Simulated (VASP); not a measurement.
# TiO2 (P1) in VASP: single point with r2SCAN

Aim: the single point of TiO2 with r2SCAN.

Everything below comes from runs of VASP 6.6.1. Logs are shortened: lines on timing, memory, paths and dates and some standing lists are left out, and cuts for length are marked.

### 1 The cell of the first run

The typed cell holds 6 atoms: a = 4.444 Å, b = 4.908 Å, c = 3.059 Å, α = 92.05°, β = 88.08°, γ = 89.45°.

### 2 Single point, r2SCAN (atoms moved at random and the cell strained at random)

Input file POSCAR:

```
TiO2
1.0
    4.4430413372      0.0232085421      0.0772523241
    0.0232085421      4.9074564985     -0.0866550097
    0.0496389832     -0.0556807400      3.0579553439
Ti O
2 4
Direct
    0.0005935507     -0.0007846767     -0.0175476012
    0.4985749961      0.4997812965      0.5014178778
    0.2921889041      0.3550738906      0.0301490270
    0.1880732130      0.7796029983      0.5022759371
    0.6842240491      0.6894715684     -0.0400531577
    0.8363452870      0.1768549229      0.5237579170
```

Input file INCAR.step1:

```
SYSTEM = TiO2
ALGO = Normal
EDIFF = 1E-4
ENCUT = 520
GGA = PE
ISMEAR = 0
LASPH = .True.
LCHARG = .False.
LREAL = .False.
LWAVE = .True.
NBANDS = 33
NELM = 80
PREC = Accurate
SIGMA = 0.05
```

Input file INCAR.step2:

```
SYSTEM = TiO2
ALGO = Normal
EDIFF = 1E-6
ENCUT = 520
ISIF = 2
ISMEAR = 0
ISTART = 1
LASPH = .True.
LCHARG = .False.
LMIXTAU = .True.
LREAL = .False.
LWAVE = .False.
METAGGA = R2SCAN
NBANDS = 33
NELM = 80
PREC = Accurate
SIGMA = 0.05
```

Input file KPOINTS:

```
k-points
0
Gamma
  6 6 8
  0 0 0
```

Potentials or basis: VASP PAW PBE potentials, release 64 (Ti_sv, O).

Run with:

```console
$ cat potpaw_PBE.64/Ti_sv/POTCAR potpaw_PBE.64/O/POTCAR > POTCAR
$ cp INCAR.step1 INCAR
$ mpirun -np 1 vasp_std > vasp.out
$ cp INCAR.step2 INCAR
$ mpirun -np 1 vasp_std > vasp.out
```

OUTCAR:

```text
SYSTEM = TiO2
   EDIFF = 1E-6
   ENCUT = 520
   ISIF = 2
   ISMEAR = 0
   ISTART = 1
   LASPH = .True.
   LREAL = .False.
   METAGGA = R2SCAN
   NELM = 80
   PREC = Accurate

 ion  position               nearest neighbor table
   1  0.001  0.999  0.982-   6 1.85   4 1.95   6 1.96   5 2.08   4 2.14   3 2.19
   2  0.499  0.500  0.501-   3 1.86   5 1.87   4 1.94   3 1.99   5 2.08   6 2.18
   3  0.292  0.355  0.030-   2 1.86   2 1.99   1 2.19
   4  0.188  0.780  0.502-   2 1.94   1 1.95   1 2.14
   5  0.684  0.689  0.960-   2 1.87   2 2.08   1 2.08
   6  0.836  0.177  0.524-   1 1.85   1 1.96   2 2.18

  LATTYP: Found a triclinic cell.
 ALAT       =     4.9082763789
 B/A-ratio  =     1.3554124363
 C/A-ratio  =     0.6232055393
 COS(alpha) =     0.0040096633
 COS(beta)  =     0.0357729237
 COS(gamma) =     0.7442236920

  Lattice vectors:

 A1 = (   0.0232085421,   4.9074564985,  -0.0866550097)
 A2 = (   4.4662498793,   4.9306650406,  -0.0094026856)
 A3 = (  -0.0496389832,   0.0556807400,  -3.0579553439)

Analysis of symmetry for initial positions (statically):
=====================================================================
 Subroutine PRICEL returns:
 Original cell was already a primitive cell.

 Routine SETGRP: Setting up the symmetry group for a
 triclinic supercell.

 Subroutine GETGRP returns: Found  1 space group operations
 (whereof  1 operations were pure point group operations)
 out of a pool of  2 trial point group operations.

The static configuration has the point symmetry C_1 .

Analysis of symmetry for dynamics (positions and initial velocities):
=====================================================================
 Subroutine PRICEL returns:
 Original cell was already a primitive cell.

 Routine SETGRP: Setting up the symmetry group for a
 triclinic supercell.

 Subroutine GETGRP returns: Found  1 space group operations
 (whereof  1 operations were pure point group operations)
 out of a pool of  2 trial point group operations.

The dynamic configuration has the point symmetry C_1 .

 Subroutine INISYM returns: Found  1 space group operations
 (whereof  1 operations are pure point group operations),
 and found     1 'primitive' translations

----------------------------------------------------------------------------------------

                                     Primitive cell

  volume of cell :      66.6337

  direct lattice vectors                    reciprocal lattice vectors
     4.443041337  0.023208542  0.077252324     0.225140858 -0.001129642 -0.003675221
     0.023208542  4.907456499 -0.086655010    -0.001129642  0.203842753  0.003730005
     0.049638983 -0.055680740  3.057955344    -0.005719686  0.005804945  0.327214439

  length of vectors
     4.443773496  4.908276379  3.058865028     0.225173686  0.203880006  0.327315905

  position of ions in fractional coordinates (direct lattice)
     0.000593551  0.999215323  0.982452399
     0.498574996  0.499781296  0.501417878
     0.292188904  0.355073891  0.030149027
     0.188073213  0.779602998  0.502275937
     0.684224049  0.689471568  0.959946842
     0.836345287  0.176854923  0.523757917

  ion indices of the primitive-cell ions
   primitive index   ion index
                 1           1
                 2           2
                 3           3
                 4           4
                 5           5
                 6           6

----------------------------------------------------------------------------------------

 KPOINTS: k-points

Automatic generation of k-mesh.
 Grid dimensions read from file:
 generate k-points for:    6    6    8

 Generating k-lattice:

  Cartesian coordinates                     Fractional coordinates (reciprocal lattice)
     0.037523476 -0.000188274 -0.000612537     0.166666667 -0.000000000  0.000000000
    -0.000188274  0.033973792  0.000621668    -0.000000000  0.166666667 -0.000000000
    -0.000714961  0.000725618  0.040901805    -0.000000000  0.000000000  0.125000000

  Length of vectors
     0.037528948  0.033980001  0.040914488

  Shift w.r.t. Gamma in fractional coordinates (k-lattice)
     0.000000000  0.000000000  0.000000000

 Subroutine IBZKPT returns following result:
 ===========================================

 Found    148 irreducible k-points:

 Following reciprocal coordinates:
            Coordinates               Weight
  0.000000  0.000000  0.000000      1.000000
  0.166667  0.000000 -0.000000      2.000000
  0.333333  0.000000  0.000000      2.000000
  0.500000 -0.000000 -0.000000      1.000000
  0.000000  0.166667  0.000000      2.000000
  0.166667  0.166667 -0.000000      2.000000
[... 16 lines left out ...]
  0.333333  0.000000  0.125000      2.000000
  0.500000 -0.000000  0.125000      2.000000
 [... further k-points ...]
   k-points           NKPTS =    148   k-points in BZ     NKDIM =    148   number of bands    NBANDS=     33
   number of dos      NEDOS =    301   number of ions     NIONS =      6
   total plane-waves  NPLWV =  34560
   dimension x,y,z NGX =    36 NGY =   40 NGZ =   24
   dimension x,y,z NGXF=    72 NGYF=   80 NGZF=   48
   ions per type =               2   4
   NGX,Y,Z   is equivalent  to a cutoff of  13.47, 13.55, 13.04 a.u.
   NGXF,Y,Z  is equivalent  to a cutoff of  26.94, 27.10, 26.09 a.u.
 SYSTEM =  TiO2
   PREC   = accura    normal or accurate (medium, high low for compatibility)
   ISTART =      1    job   : 0-new  1-cont  2-samecut
   ICHARG =      0    charge: 1-file 2-atom 10-const
   ISPIN  =      1    spin polarized calculation?
   LNONCOLLINEAR =      F non collinear calculations
   LSORBIT =      F    spin-orbit coupling
   LASPH  =      T    aspherical Exc in radial PAW
   ENCUT  =  520.0 eV  38.22 Ry    6.18 a.u.   8.26  9.13  5.69*2*pi/ulx,y,z
   NELM   =     80;   NELMIN=  2; NELMDL=  0     # of ELM steps
   EDIFF  = 0.1E-05   stopping-criterion for ELM
   LREAL  =      F    real-space projection
   EDIFFG = 0.1E-04   stopping-criterion for IOM
   NSW    =      0    number of steps for IOM
   IBRION =     -1    ionic relax: 0-MD 1-quasi-New 2-CG
   NFREE  =      0    steps in history (QN), initial steepest desc. (CG)
   ISIF   =      2    stress and relaxation
   ISYM   =      2    0-nonsym 1-usesym 2-fastsym
   POTIM  = 0.5000    time-step for ionic-motion
   TEBEG  =    0.0;   TEEND  =   0.0 temperature during run
   PSTRESS=    0.0 pullay stress
   NELECT =      48.0000    total number of electrons
   NUPDOWN=      -1.0000    fix difference up-down
   EMIN   =  10.00;   EMAX   =-10.00  energy-range for DOS
   EFERMI =   0.00;   METHOD = LEGACY
   ISMEAR =     0;   SIGMA  =   0.05  broadening in eV -4-tet -1-fermi 0-gaus
   EFERMI_NEDOS =   21; number of points for ismear=-14 and -15
   IALGO  =     38    algorithm
   IMIX   =      4    mixing-type and parameters
     AMIX     =   0.40;   BMIX     =  1.00
     AMIX_MAG =   1.60;   BMIX_MAG =  1.00
  volume/ion in A,a.u.               =      11.11        74.94
  Fermi-wavevector in a.u.,A,eV,Ry     =   1.467543  2.773253 29.302611  2.153681
  Thomas-Fermi vector in A             =   2.583148
   LORBIT       =      0    0 simple, 1 ext, 2 COOP (PROOUT), +10 PAW based schemes
   METAGGA = R2SCAN    functional components
   LHFCALC =     F    Hartree Fock is set to
   AEXX    =    0.0000 exact exchange contribution
   IVDW    =     0    specifies the selected vdW correction
   LEPSILON=     F    determine dielectric tensor
   LRPA    =     F    only Hartree local field effects (RPA)
 non-spin polarized calculation
 Gauss-broadening in eV      SIGMA  =   0.05
  energy-cutoff  :      520.00
  volume of cell :       66.63
 maximum number of plane-waves:      1810
 NGX is ok and might be reduce to    36
   NGX = 17   NGY = 19   NGZ = 11

 number of electron      48.0000002 magnetization

 Free energy of the ion-electron system (eV)
  ---------------------------------------------------
  ext. energy  EPLUGINS =         0.00000000
  ---------------------------------------------------
  free energy    TOTEN  =       -68.75432705 eV

  energy without entropy =      -68.75432705  energy(sigma->0) =      -68.75432705

 E-fermi :   4.2354     XC(G=0): -11.7507

 val. band max:        4.0029116373   @ k =   0.0000   0.0000   0.0000
 cond. band min:       6.1169266315   @ k =  -0.0000   0.5000   0.5000
 fundamental gap:      2.1140149942
 Fermi energy:         4.2354163960

 k-point     1 :       0.0000    0.0000    0.0000
  band No.  band energies     occupation
      1     -55.4649      2.00000
      2     -55.0750      2.00000
      3     -30.6897      2.00000
      4     -30.5598      2.00000
      5     -30.5181      2.00000
      6     -30.2978      2.00000
[... 25 lines left out ...]
     32      10.6090      0.00000
     33      10.8258      0.00000

 k-point     2 :       0.1667    0.0000   -0.0000
  band No.  band energies     occupation
      1     -55.4648      2.00000
      2     -55.0751      2.00000
      3     -30.6882      2.00000
      4     -30.5572      2.00000
      5     -30.5177      2.00000
      6     -30.3012      2.00000
[... 25 lines left out ...]
     32      10.5278      0.00000
     33      10.7578      0.00000

 k-point     3 :       0.3333    0.0000    0.0000
  band No.  band energies     occupation
      1     -55.4647      2.00000
      2     -55.0751      2.00000
      3     -30.6853      2.00000
      4     -30.5518      2.00000
      5     -30.5167      2.00000
      6     -30.3081      2.00000
[... 25 lines left out ...]
     32      10.2853      0.00000
     33      10.5867      0.00000

 k-point     4 :       0.5000   -0.0000   -0.0000
  band No.  band energies     occupation
      1     -55.4647      2.00000
      2     -55.0751      2.00000
      3     -30.6839      2.00000
      4     -30.5491      2.00000
      5     -30.5161      2.00000
      6     -30.3117      2.00000
[... 673 lines left out ...]
     32      10.2599      0.00000
     33      10.5288      0.00000

 k-point    23 :       0.3333    0.0000    0.1250
  band No.  band energies     occupation
      1     -55.4606      2.00000
      2     -55.0708      2.00000
      3     -30.6773      2.00000
      4     -30.5738      2.00000
      5     -30.5429      2.00000
      6     -30.3020      2.00000
[... 25 lines left out ...]
     32       9.9901      0.00000
     33      10.4074      0.00000

 k-point    24 :       0.5000   -0.0000    0.1250
  band No.  band energies     occupation
      1     -55.4606      2.00000
      2     -55.0708      2.00000
      3     -30.6762      2.00000
      4     -30.5734      2.00000
      5     -30.5414      2.00000
      6     -30.3031      2.00000
[... 25 lines left out ...]
     32       9.6361      0.00000
     33      10.2914      0.00000

 [... further k-points ...]

------------------------ aborting loop because EDIFF is reached ----------------------------------------

  FORCE on cell =-STRESS in cart. coord.  units (eV):
  Direction    XX          YY          ZZ          XY          YZ          ZX
  --------------------------------------------------------------------------------------
  -------------------------------------------------------------------------------------
  Total        0.5963532     -3.9571990     -4.5003379     -0.3365024      1.9137967      0.0586805
  in kB       14.3390544    -95.1491351   -108.2086745     -8.0910550     46.0164128      1.4109467
  external PRESSURE =     -63.0062517 kB  Pullay stress =       0.0000000 kB

 VOLUME and BASIS-vectors are now :
 -----------------------------------------------------------------------------
  energy-cutoff  :      520.00
  volume of cell :       66.63
      direct lattice vectors                 reciprocal lattice vectors
     4.443041337  0.023208542  0.077252324     0.225140858 -0.001129642 -0.003675221
     0.023208542  4.907456499 -0.086655010    -0.001129642  0.203842753  0.003730005
     0.049638983 -0.055680740  3.057955344    -0.005719686  0.005804945  0.327214439

 POSITION                                       TOTAL-FORCE (eV/Angst)
 -----------------------------------------------------------------------------------
      0.07460      4.84892      2.91775         0.164877     -1.134918     -0.111377
      2.25168      2.43631      1.52852        -0.332741      0.692358      0.330607
      1.30794      1.74761      0.08400        -0.243834     -2.737457     -1.407822
      0.87864      3.80227      1.48291         0.263693      1.485139      0.240943
      3.10369      3.34598      2.92859         1.465305      1.235825      1.327345
      3.74602      0.85815      1.65091        -1.317301      0.459053     -0.379695
 -----------------------------------------------------------------------------------
    total drift:                               -0.002044      0.000147     -0.003111

  FREE ENERGIE OF THE ION-ELECTRON SYSTEM (eV)
  ---------------------------------------------------
  free  energy   TOTEN  =       -68.7543270539 eV

  energy  without entropy=      -68.7543270539  energy(sigma->0) =      -68.75432705
```

Wall time 17 min (1 thread of Intel Xeon 6975P-C, shared host); peak memory 0.37 GiB.

Results:

```
Free energy            : -68.7543 eV
Pressure               : -6.3 GPa
Largest force          : 3.088 eV/Å
Band gap on the k mesh : 2.11 eV, indirect (least direct gap 2.44 eV)
```

Forces in eV/Å, atoms in the order of the input:
```
Ti   0.165 -1.135 -0.111
Ti  -0.333  0.692  0.331
O   -0.244 -2.737 -1.408
O    0.264  1.485  0.241
O    1.465  1.236  1.327
O   -1.317  0.459 -0.380
```

Stress tensor (GPa, compression positive):
```
  1.43  -0.81   0.14
 -0.81  -9.51   4.60
  0.14   4.60 -10.82
```

Levels at points of the mesh, in eV from the valence-band top:
| k point | band 21 | band 22 | band 23 | band 24 | band 25 | band 26 | band 27 | band 28 |
| --- | --- | --- | --- | --- | --- | --- | --- | --- |
| (0.00, 0.00, 0.00) | -0.80 | -0.66 | -0.44 | 0.00 | 2.44 | 2.55 | 2.64 | 2.86 |
| (0.50, 0.00, 0.00) | -1.89 | -1.45 | -1.16 | -0.72 | 2.78 | 2.82 | 3.13 | 3.35 |
| (0.00, 0.50, 0.00) | -1.98 | -1.23 | -1.01 | -0.33 | 2.68 | 2.85 | 3.19 | 3.38 |
| (0.50, 0.50, 0.00) | -1.52 | -1.30 | -0.99 | -0.68 | 2.44 | 2.51 | 2.67 | 2.91 |
| (0.00, 0.00, 0.50) | -2.24 | -1.73 | -1.57 | -1.27 | 2.54 | 2.96 | 3.22 | 3.33 |
| (0.50, 0.00, 0.50) | -2.13 | -1.64 | -0.89 | -0.60 | 2.16 | 2.41 | 3.06 | 3.32 |
| (0.00, 0.50, 0.50) | -2.17 | -1.90 | -1.31 | -1.14 | 2.11 | 2.21 | 3.01 | 3.34 |
| (0.50, 0.50, 0.50) | -1.52 | -1.02 | -0.74 | -0.61 | 2.42 | 2.83 | 3.06 | 3.37 |

Caveat: the cell differs from its parent crystal (atoms moved at random and the cell strained at random); the PAW data sets were made with another functional, which shifts forces and pressure a little.
